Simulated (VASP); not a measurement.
Input of a VASP 6.6.1 run:

The input INCAR:

```
PREC     = Accurate       # precision mode
ENCUT    = 600            # plane-wave cutoff, eV
EDIFF    = 1E-6           # SCF threshold, eV
ISMEAR   = -1             # smearing method
SIGMA    = 0.05           # smearing width, eV
LREAL    = False          # projectors in reciprocal space
LASPH    = True           # aspherical terms in the spheres
NELM     = 80             # most SCF steps
ALGO     = Normal         # electronic algorithm
ISIF     = 3              # what is computed and relaxed
LWAVE    = False          # write WAVECAR
LCHARG   = False          # write CHGCAR
GGA      = RE             # functional
IBRION   = 2              # ionic algorithm
NSW      = 60             # ionic steps
EDIFFG   = -0.01          # ionic threshold
```

The input KPOINTS:

```
regular mesh
0
Gamma
  9 9 2
```

Contents of POSCAR:

```
Te2Mo
1.0
    3.5182000000      0.0000000000      0.0000000000
   -1.7591000000      3.0468505756      0.0000000000
    0.0000000000      0.0000000000     13.9736000000
Te Mo
4 2
Direct
    0.6666666667      0.3333333333      0.3790000000
    0.3333333333      0.6666666667      0.8790000000
    0.6666666667      0.3333333333      0.1210000000
    0.3333333333      0.6666666667      0.6210000000
    0.6666666667      0.3333333333      0.7500000000
    0.3333333333      0.6666666667      0.2500000000
```

Potentials or basis: VASP PAW PBE potentials, release 64 (Te, Mo_sv).

Run with:

```bash
$ cat potpaw_PBE.64/Te/POTCAR potpaw_PBE.64/Mo_sv/POTCAR > POTCAR
$ mpirun -np 1 vasp_std > vasp.out
```

Problem. Estimate the band gap on the k mesh.

Solution. 1.02 eV, direct.

Problem. Predict the relaxed cell.

Solution. a = 3.580 Å, b = 3.580 Å, c = 18.098 Å, α = 90.00°, β = 90.00°, γ = 120.00°.

Forces in eV/Å, atoms in the order of the input:
```
Te   0.000  0.000  0.002
Te   0.000  0.000  0.002
Te   0.000  0.000 -0.002
Te   0.000  0.000 -0.002
Mo   0.000  0.000  0.000
Mo   0.000  0.000  0.000
```

Caveat: the PAW data sets were made with another functional, which shifts forces and pressure a little; spin-orbit coupling is left out, which moves the levels of the heavy elements. A k mesh can miss the band edges.
